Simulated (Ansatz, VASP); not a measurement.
# P in VASP and in Ansatz

```xyz
2
Lattice="-1.6915 2.5152 1.8589 1.6915 -2.5152 1.8589 1.6915 2.5152 -1.8589" Properties=species:S:1:pos:R:3 pbc="T T T"
P     1.6915   -1.2576    1.6607
P     0.0000    3.7727    0.1982
```

Alike in both runs: task single point; functional LDA; k mesh 11 × 11 × 11; occupations gaussian, width 0.1 eV; no spin polarisation.

|  | VASP | Ansatz |
| --- | --- | --- |
| version | VASP 6.6.1 | Ansatz 0.2.0 |
| potentials or method | VASP PAW LDA potentials, release 64 (P), cutoff 520 eV | all-electron LAPW, scalar-relativistic |

Ansatz gave:

* gap on the k mesh at the Fermi level (eV): none
* pressure (GPa): -2.1
* traceless stress, the component that is largest in VASP (GPa): 0.77
* rms of the force components (eV/Å): 0.182

Estimate VASP's values.

gap on the k mesh at the Fermi level (eV): none; pressure (GPa): -2.4; traceless stress, the component that is largest in VASP (GPa): 0.62; rms of the force components (eV/Å): 0.160.

LDA's correlation is that of Perdew and Zunger in VASP and of Perdew and Wang (1992) in Ansatz. Atom by atom the forces differ by 0.023 eV/Å (rms over components). A gap of «none» marks a metal or a gap that the smearing closes. Ansatz ran all-electron here, and VASP with PAW potentials.
